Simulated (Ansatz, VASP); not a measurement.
# GaBAs2: VASP beside Ansatz

The input INCAR:

```
SYSTEM = GaBAs2
PREC = Accurate
ENCUT = 600
EDIFF = 1E-6
ISMEAR = -1
SIGMA = 0.02
LREAL = .False.
LASPH = .True.
NELM = 200
ALGO = Normal
ISIF = 2
LWAVE = .False.
LCHARG = .True.
MAGMOM = 0 0 0 0 0 0 0 0 0 0 0 0
LORBIT = 11
LSORBIT = .True.
GGA_COMPAT = .False.
LORBMOM = .True.
GGA = PE
LVHAR = .True.
NBANDS = 60
```

Contents of KPOINTS:

```
Automatic mesh
0
Gamma
  8 8 6
  0 0 0
```

Contents of POSCAR:

```
GaBAs2
1.0
    3.6615741104      0.0000000000      0.0000000000
    0.0000000000      3.6615741104      0.0000000000
    0.0000000000      0.0000000000      5.3547502617
B As Ga
1 2 1
Direct
    0.0000000000      0.0000000000      0.0000000000
    0.0000000000      0.5000000000      0.2139711070
    0.5000000000      0.0000000000      0.7860288930
    0.5000000000      0.5000000000      0.5000000000
```

Input for Ansatz:

```yaml
crystal:
  lattice:
    - [3.6615741104, 0.0, 0.0]
    - [0.0, 3.6615741104, 0.0]
    - [0.0, 0.0, 5.3547502617]
  atoms:
    - { symbol: B, position: [0.0, 0.0, 0.0] }
    - { symbol: As, position: [0.0, 0.5, 0.213971107] }
    - { symbol: Ga, position: [0.5, 0.5, 0.5] }
    - { symbol: As, position: [0.5, 0.0, 0.786028893] }
kpoints:
  mp_grid: { grid: [8, 8, 6] }
  band_path:
    path:
      - [0.0, 0.0, 0.0]
      - [0.0, 0.5, 0.0]
      - [0.5, 0.5, 0.0]
      - [0.0, 0.0, 0.5]
      - [0.0, 0.5, 0.5]
      - [0.5, 0.5, 0.5]
    npoints: 1
hamiltonian:
  xc: pbe
scf:
  occupations: { method: fermi_dirac, width: 0.02 }
  n_extra_bands: 10
magnetization:
  noncollinear: true
  spin_orbit: true
output:
  forces: true
  stress: true
  eigenvalues: true
```

Alike in both runs: task single point; functional PBE; k mesh 8 × 8 × 6; occupations fermi-dirac, width 0.02 eV; non-collinear spin, spin-orbit coupling.

|  | VASP | Ansatz |
| --- | --- | --- |
| version | VASP 6.6.1 | Ansatz 0.2.0 |
| potentials or method | VASP PAW PBE potentials, release 64 (B, As_d, Ga_d) | plane waves, PAW |
| plane-wave cutoff (eV) | 600 | 420 |
| valence electrons in the cell | 46 | 46 |

VASP gave:

* pressure (GPa): 2.5
* rms of the force components (eV/Å): 0.093

Q: Estimate Ansatz's values.

A: Pressure (GPa): 2.5; rms of the force components (eV/Å): 0.089.

With one functional, cell and mesh, what is left measures potentials, basis and numerics.
